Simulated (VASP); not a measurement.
# Cu (Fm-3m) in VASP: further runs

Cu is run at these levels: PBEsol; tasks: single point, relaxation of cell and atoms.

Everything below comes from runs of VASP 6.6.1. Logs are shortened: lines on timing, memory, paths and dates and some standing lists are left out, and cuts for length are marked.

## (1) The cell of the first run

The structure is cubic, space group Fm-3m (No. 225). The conventional cell has a = 3.550 Å, b = 3.550 Å, c = 3.550 Å, α = 90.00°, β = 90.00°, γ = 90.00°. Cu (site symmetry m-3m) has 12 Cu at 2.51 Å within 3.3 Å.

## (2) Single point, PBEsol

File INCAR:

```
SYSTEM = Cu
PREC = Accurate
ENCUT = 520
EDIFF = 1E-6
ISMEAR = -1
SIGMA = 0.05
LREAL = .FALSE.
LASPH = .TRUE.
NELM = 100
ALGO = Normal
ISIF = 2
LWAVE = .FALSE.
LCHARG = .FALSE.
GGA = PS
NBANDS = 12
```

File KPOINTS:

```
Automatic mesh
0
G
  26 26 26
  0 0 0
```

File POSCAR:

```
Cu
1.0
    0.0000000000      1.7748312555      1.7748312555
    1.7748312555      0.0000000000      1.7748312555
    1.7748312555      1.7748312555      0.0000000000
Cu
1
Direct
    0.0000000000      0.0000000000      0.0000000000
```

Potentials or basis: VASP PAW PBE potentials, release 64 (Cu).

The run is started by

```bash
$ cat potpaw_PBE.64/Cu/POTCAR > POTCAR
$ mpirun -np 1 vasp_std > vasp.out
```

OUTCAR:

```text
SYSTEM = Cu
   PREC = Accurate
   ENCUT = 520
   EDIFF = 1E-6
   ISMEAR = -1
   LREAL = .FALSE.
   LASPH = .TRUE.
   NELM = 100
   ISIF = 2
   GGA = PS

 ion  position               nearest neighbor table
   1  0.000  0.000  0.000-

  LATTYP: Found a face centered cubic cell.
 ALAT       =     3.5496625110

  Lattice vectors:

 A1 = (   0.0000000000,   1.7748312555,   1.7748312555)
 A2 = (   1.7748312555,   0.0000000000,   1.7748312555)
 A3 = (   1.7748312555,   1.7748312555,   0.0000000000)

Analysis of symmetry for initial positions (statically):
=====================================================================
 Subroutine PRICEL returns:
 Original cell was already a primitive cell.

 Routine SETGRP: Setting up the symmetry group for a
 face centered cubic supercell.

 Subroutine GETGRP returns: Found 48 space group operations
 (whereof 48 operations were pure point group operations)
 out of a pool of 48 trial point group operations.

The static configuration has the point symmetry O_h .

Analysis of symmetry for dynamics (positions and initial velocities):
=====================================================================
 Subroutine PRICEL returns:
 Original cell was already a primitive cell.

 Routine SETGRP: Setting up the symmetry group for a
 face centered cubic supercell.

 Subroutine GETGRP returns: Found 48 space group operations
 (whereof 48 operations were pure point group operations)
 out of a pool of 48 trial point group operations.

The dynamic configuration has the point symmetry O_h .

 Subroutine INISYM returns: Found 48 space group operations
 (whereof 48 operations are pure point group operations),
 and found     1 'primitive' translations

----------------------------------------------------------------------------------------

                                     Primitive cell

  volume of cell :      11.1815

  direct lattice vectors                    reciprocal lattice vectors
     0.000000000  1.774831256  1.774831256    -0.281716923  0.281716923  0.281716923
     1.774831256  0.000000000  1.774831256     0.281716923 -0.281716923  0.281716923
     1.774831256  1.774831256  0.000000000     0.281716923  0.281716923 -0.281716923

  length of vectors
     2.509990432  2.509990432  2.509990432     0.487948024  0.487948024  0.487948024

  position of ions in fractional coordinates (direct lattice)
     0.000000000  0.000000000  0.000000000
[... 81 lines left out ...]
   NFREE  =      0    steps in history (QN), initial steepest desc. (CG)
   ISIF   =      2    stress and relaxation
   ISYM   =      2    0-nonsym 1-usesym 2-fastsym
   POTIM  = 0.5000    time-step for ionic-motion
   TEBEG  =    0.0;   TEEND  =   0.0 temperature during run
   PSTRESS=    0.0 pullay stress
   NELECT =      11.0000    total number of electrons
   NUPDOWN=      -1.0000    fix difference up-down
   EMIN   =  10.00;   EMAX   =-10.00  energy-range for DOS
   EFERMI =   0.00;   METHOD = LEGACY
   ISMEAR =    -1;   SIGMA  =   0.05  broadening in eV -4-tet -1-fermi 0-gaus
   EFERMI_NEDOS =   21; number of points for ismear=-14 and -15
   IALGO  =     38    algorithm
   IMIX   =      4    mixing-type and parameters
     AMIX     =   0.40;   BMIX     =  1.00
     AMIX_MAG =   1.60;   BMIX_MAG =  1.00
  volume/ion in A,a.u.               =      11.18        75.46
  Fermi-wavevector in a.u.,A,eV,Ry     =   1.628191  3.076835 36.069121  2.651006
  Thomas-Fermi vector in A             =   2.720862
   LORBIT       =      0    0 simple, 1 ext, 2 COOP (PROOUT), +10 PAW based schemes
   GGA     = PS    functional components
   LHFCALC =     F    Hartree Fock is set to
   AEXX    =    0.0000 exact exchange contribution
   IVDW    =     0    specifies the selected vdW correction
   LEPSILON=     F    determine dielectric tensor
   LRPA    =     F    only Hartree local field effects (RPA)
 non-spin polarized calculation
  energy-cutoff  :      520.00
  volume of cell :       11.18
 maximum number of plane-waves:       313
   NGX =  9   NGY =  9   NGZ =  9

 number of electron      11.0000012 magnetization

 Free energy of the ion-electron system (eV)
  ---------------------------------------------------
  ext. energy  EPLUGINS =         0.00000000
  ---------------------------------------------------
  free energy    TOTEN  =        -4.30866519 eV

  energy without entropy =       -4.30645816  energy(sigma->0) =       -4.30756167

 E-fermi :   8.1011     XC(G=0): -13.2304

 val. band max:        8.0927961038   @ k =   0.4615   0.2308   0.0000
 cond. band min:       8.1158460021   @ k =   0.5000   0.3462   0.1538
 fundamental gap:      0.0230498983
 Fermi energy:         8.1011219066

 k-point     1 :       0.0000    0.0000    0.0000
  band No.  band energies     occupation
      1      -1.7192      2.00000
      2       4.8956      2.00000
      3       4.8956      2.00000
      4       4.8956      2.00000
      5       5.8012      2.00000
      6       5.8012      2.00000
      7      31.1155      0.00000
      8      34.1589      0.00000
      9      34.1589      0.00000
     10      34.1589      0.00000
     11      36.6917      0.00000
     12      36.6917      0.00000
[... 331 lines left out ...]
 k-point    24 :       0.3846    0.0385    0.0000
  band No.  band energies     occupation
      1       2.2387      2.00000
      2       4.9182      2.00000
      3       4.9626      2.00000
      4       5.1624      2.00000
      5       6.2835      2.00000
      6       6.2893      2.00000
      7      15.4473      0.00000
      8      29.6819      0.00000
      9      30.0083      0.00000
     10      31.6885      0.00000
     11      34.6713      0.00000
     12      36.0037      0.00000

 [... further k-points ...]

------------------------ aborting loop because EDIFF is reached ----------------------------------------

  FORCE on cell =-STRESS in cart. coord.  units (eV):
  Direction    XX          YY          ZZ          XY          YZ          ZX
  --------------------------------------------------------------------------------------
  -------------------------------------------------------------------------------------
  Total        0.1915476      0.1915476      0.1915476     -0.0000000      0.0000000     -0.0000000
  in kB       27.4464511     27.4464511     27.4464511     -0.0000000      0.0000000     -0.0000000
  external PRESSURE =      27.4464511 kB  Pullay stress =       0.0000000 kB

 VOLUME and BASIS-vectors are now :
 -----------------------------------------------------------------------------
  energy-cutoff  :      520.00
  volume of cell :       11.18
      direct lattice vectors                 reciprocal lattice vectors
     0.000000000  1.774831256  1.774831256    -0.281716923  0.281716923  0.281716923
     1.774831256  0.000000000  1.774831256     0.281716923 -0.281716923  0.281716923
     1.774831256  1.774831256  0.000000000     0.281716923  0.281716923 -0.281716923

 POSITION                                       TOTAL-FORCE (eV/Angst)
 -----------------------------------------------------------------------------------
      0.00000      0.00000      0.00000         0.000000      0.000000      0.000000
 -----------------------------------------------------------------------------------
    total drift:                                0.000000      0.000000      0.000000

  FREE ENERGIE OF THE ION-ELECTRON SYSTEM (eV)
  ---------------------------------------------------
  free  energy   TOTEN  =        -4.3086651904 eV

  energy  without entropy=       -4.3064581586  energy(sigma->0) =       -4.30756167
```

stdout:

```text
POSCAR found type information on POSCAR Cu
 POSCAR found :  1 types and       1 ions
 scaLAPACK will be used
 -----------------------------------------------------------------------------
|                                                                             |
|                                                                             |
|     You enforced a specific xc type in the INCAR file but a different       |
|     I HOPE YOU KNOW WHAT YOU ARE DOING!                                     |
|                                                                             |
 -----------------------------------------------------------------------------

 LDA part: xc-table for (Slater+PW92), standard interpolation
 POSCAR, INCAR and KPOINTS ok, starting setup
 FFT: planning ... GRIDC
 FFT: planning ... GRID_SOFT
 FFT: planning ... GRID
 WAVECAR not read
 entering main loop
```

It took 26 s on 1 thread of Intel Xeon 6975P-C (Granite Rapids), shared host; peak memory 0.18 GiB.

Results:

- Free energy: -4.3087 eV
- Pressure: 2.7 GPa
- Band gap on the k mesh: zero (an odd number of electrons rules out a gap without spin polarisation)

Caveat: the PAW data sets were made with another functional, which shifts forces and pressure a little.

## (3) Single point, PBEsol

This run uses another cell than the first one, of 11.31 Å³/atom.

File INCAR:

```
PREC = Accurate
ENCUT = 520
EDIFF = 1E-7
ISMEAR = -1
SIGMA = 0.05
LREAL = False
LASPH = True
NELM = 60
ALGO = Normal
ISIF = 2
LWAVE = False
LCHARG = True
GGA = PS
LELF = True
LVHAR = True
NBANDS = 12
```

File KPOINTS:

```
Automatic mesh
0
Gamma
  26 26 26
```

File POSCAR:

```
Cu
1.0
    0.0000000000      1.7816532797      1.7816532797
    1.7816532797      0.0000000000      1.7816532797
    1.7816532797      1.7816532797      0.0000000000
Cu
1
Direct
    0.0000000000      0.0000000000      0.0000000000
```

Potentials or basis: VASP PAW PBE potentials, release 64 (Cu).

The run is started by

```bash
$ cat potpaw_PBE.64/Cu/POTCAR > POTCAR
$ mpirun -np 1 vasp_std > vasp.out
```

It took 27 s on 1 thread of Intel Xeon 6975P-C (Granite Rapids), shared host; peak memory 0.18 GiB.

It converged, with:

```yaml
Free_energy: -4.3101 eV
Pressure: 0.7 GPa
Band_gap_on_the_k_mesh: zero (an odd number of electrons rules out a gap without spin polarisation)
```

Levels at points of the mesh, in eV from the Fermi level:
```csv
k point,band 2,band 3,band 4,band 5,band 6,band 7,band 8,band 9,band 10,band 11
"(0.00, 0.00, 0.00)",-3.17,-3.17,-3.17,-2.28,-2.28,22.92,25.88,25.88,25.88,28.39
"(0.50, 0.00, 0.00)",-3.20,-3.20,-1.67,-1.67,-1.17,3.95,21.40,22.69,22.69,25.66
"(0.50, 0.50, 0.00)",-4.66,-1.69,-1.52,-1.52,1.42,7.40,13.36,13.36,17.99,20.96
```

Caveat: the PAW data sets were made with another functional, which shifts forces and pressure a little.

## (4) Relaxation of cell and atoms, PBEsol, target pressure 1 GPa, at which the enthalpy is minimised

This run uses another cell than the first one, of 11.31 Å³/atom.

File INCAR:

```
SYSTEM = Cu
PREC = Accurate
ENCUT = 600
EDIFF = 1E-7
ISMEAR = -1
SIGMA = 0.05
LREAL = .False.
LASPH = .True.
NELM = 80
ALGO = Normal
ISIF = 3
LWAVE = .False.
LCHARG = .False.
GGA = PS
IBRION = 2
NSW = 100
EDIFFG = -0.002
PSTRESS = 10.0
```

File KPOINTS:

```
Automatic mesh
0
Gamma
  26 26 26
  0 0 0
```

POSCAR is that of step 3.

The run is started by

```bash
$ cat potpaw_PBE.64/Cu/POTCAR > POTCAR
$ mpirun -np 1 vasp_std > vasp.out
```

Wall time 38 s (1 thread of Intel Xeon 6975P-C (Granite Rapids), shared host); peak memory 0.18 GiB.

The run converged. Its results:

| Item | Value |
| --- | --- |
| Free energy | -4.3102 eV |
| Relaxed volume | 11.30 Å³/atom |
| Relaxed cell | a = 2.519 Å, b = 2.519 Å, c = 2.519 Å, α = 60.00°, β = 60.00°, γ = 60.00° |
| Space group after relaxing (to 0.1 Å) | Fm-3m (No. 225) |
| Energy change on relaxing (the run minimises the enthalpy) | +0.1 meV/atom |
| Ionic steps | 3 |
| Pressure after relaxing | 1.0 GPa |
| Band gap on the k mesh | zero (an odd number of electrons rules out a gap without spin polarisation) |

Final structure:
```cif
data_structure
_symmetry_space_group_name_H-M 'P 1'
_symmetry_Int_Tables_number 1
_cell_length_a 2.5186
_cell_length_b 2.5186
_cell_length_c 2.5186
_cell_angle_alpha 60.000
_cell_angle_beta 60.000
_cell_angle_gamma 60.000
_cell_volume 11.30
loop_
_atom_site_label
_atom_site_type_symbol
_atom_site_fract_x
_atom_site_fract_y
_atom_site_fract_z
_atom_site_occupancy
Cu1 Cu 0.00000 0.00000 0.00000 1
```

Levels at points of the mesh, in eV from the Fermi level:
```tsv
k point	band 2	band 3	band 4	band 5	band 6	band 7	band 8	band 9
(0.00, 0.00, 0.00)	-3.17	-3.17	-3.17	-2.28	-2.28	22.93	25.89	25.89
(0.50, 0.00, 0.00)	-3.21	-3.21	-1.67	-1.67	-1.18	3.96	21.40	22.71
(0.50, 0.50, 0.00)	-4.67	-1.69	-1.52	-1.52	1.42	7.41	13.37	13.37
```

Caveat: the cell is relaxed towards a set pressure, so the run minimises the enthalpy, not the energy; the PAW data sets were made with another functional, which shifts forces and pressure a little.

## (5) Overview

```tsv
task	cell	cutoff (eV)	gap on the mesh (eV)	pressure (GPa)
single point	a = 2.510 Å, angles 60.0°, 1 atom	520	none	2.7
single point	a = 2.520 Å, angles 60.0°, 1 atom	520	none	0.7
relaxation of cell and atoms	relaxed to 1 GPa from a = 2.520 Å, angles 60.0°, 1 atom	600	none	1.0
```

Alike in all rows: level PBEsol; potentials or basis VASP PAW PBE potentials, release 64 (Cu); no spin polarisation; k mesh 26 × 26 × 26; smearing fermi-dirac 0.05 eV.

Caveats: the PAW data sets were made with another functional, which shifts forces and pressure a little; the cell is relaxed towards a set pressure, so the run minimises the enthalpy, not the energy (at least some runs).

Absolute energies hang on the potentials; compare differences alone.
